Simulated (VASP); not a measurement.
A run of VASP 6.6.1:

File INCAR:

```
ALGO = Normal
EDIFF = 1E-6
ENCUT = 500
GGA = PE
GGA_COMPAT = F
ISIF = 2
ISMEAR = 1
LASPH = T
LCHARG = F
LREAL = F
LWAVE = F
NBANDS = 18
NELM = 120
PREC = Accurate
SIGMA = 0.069
```

The input KPOINTS:

```
k-points
0
Gamma
  4 4 2
```

Contents of POSCAR:

```
Au
1.0
    1.4113099650     -2.5559330250      0.0000000000
    1.4113099650      2.5559330250      0.0000000000
    0.0000000000      0.0000000000      4.8931696100
Au
2
Direct
    0.6653279700      0.3346720300      0.2500000000
    0.3346720300      0.6653279700      0.7500000000
```

Potentials or basis: VASP PAW PBE potentials, release 64 (Au).

Run with:

```sh
$ cat potpaw_PBE.64/Au/POTCAR > POTCAR
$ mpirun -np 1 vasp_std > vasp.out
```

Hardware: 1 thread of Intel Xeon 8259CL, on a shared host.

Task: How long does it take, and how much memory?

Result: Run time: 12 s on 1 thread of Intel Xeon 8259CL, on a shared host, peak memory 0.15 GiB. Counts: scf iterations 11, k points 14.
